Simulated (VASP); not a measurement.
Set up this calculation in VASP 6.6.1, as the native input.

- Task: electric field gradients
- Functional: PBEsol
- Potentials or basis: VASP PAW PBE potentials, release 64 (K_sv)
- Cutoff: 520 eV
- k mesh: 10 × 10 × 10
- Occupations: fermi-dirac, width 0.08 eV
- Spin: no spin polarisation
- Dipole correction: no
- Further INCAR settings: ALGO = Normal; EDIFF = 1e-08; NBANDS = 10

The structure of K lies in POSCAR:

```
K
1.0
   -2.5826172842      2.5826172842      2.5826172842
    2.5826172842     -2.5826172842      2.5826172842
    2.5826172842      2.5826172842     -2.5826172842
K
1
Direct
    0.0000000000      0.0000000000      0.0000000000
```

The input as run:

INCAR

```
PREC = Accurate ; ENCUT = 520
EDIFF = 1E-8 ; ISMEAR = -1
SIGMA = 0.08 ; LREAL = F
LASPH = T ; NELM = 60
ALGO = Normal ; ISIF = 2
LWAVE = F ; LCHARG = F
GGA = PS ; LEFG = T
NBANDS = 10
```

KPOINTS

```
Automatic mesh
0
Gamma
  10 10 10
```

Potentials or basis: VASP PAW PBE potentials, release 64 (K_sv).

Command:

```console
$ cat potpaw_PBE.64/K_sv/POTCAR > POTCAR
$ mpirun -np 1 vasp_std > vasp.out
```

It gave:

```
Pressure                                : 0.1 GPa
Band gap on the k mesh                  : zero (an odd number of electrons rules out a gap without spin polarisation)
Largest electric field gradient by atom : zero within the noise of the run
```

Caveat: the PAW data sets were made with another functional, which shifts forces and pressure a little.

Run time: 56 s on 1 thread of AMD EPYC 7R13 (shared host), peak memory 0.18 GiB.
